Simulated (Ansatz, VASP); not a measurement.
# Two plane-wave programs on AlN

```xyz
2
Lattice="0.0000 2.0349 2.0349 2.0349 0.0000 2.0349 2.0349 2.0349 0.0000" Properties=species:S:1:pos:R:3 pbc="T T T"
Al    2.0349    2.0349    2.0349
N     0.0000    0.0000    0.0000
```

Alike in both runs: functional PBE; k mesh 10 × 10 × 10; occupations gaussian, width 0.02 eV; no spin polarisation.

Ansatz relaxed the structure, and its values are those at the end. VASP's run is a single point on that final structure, the one shown.

|  | VASP | Ansatz |
| --- | --- | --- |
| version | VASP 6.6.1 | Ansatz 0.2.0 |
| potentials or method | VASP PAW PBE potentials, release 64 (Al, N), cutoff 600 eV | scalar-relativistic, plane waves, PAW |
| valence electrons in the cell | 8 | 8 |

|  | VASP | Ansatz | Ansatz less VASP |
| --- | --- | --- | --- |
| gap on the k mesh at the Fermi level (eV) | 4.42 | 4.44 | +0.020 |
| least direct gap on the mesh (eV) | 5.40 | 5.39 | -0.010 |
| pressure (GPa) | -0.3 | 0.0 | +0.29 |
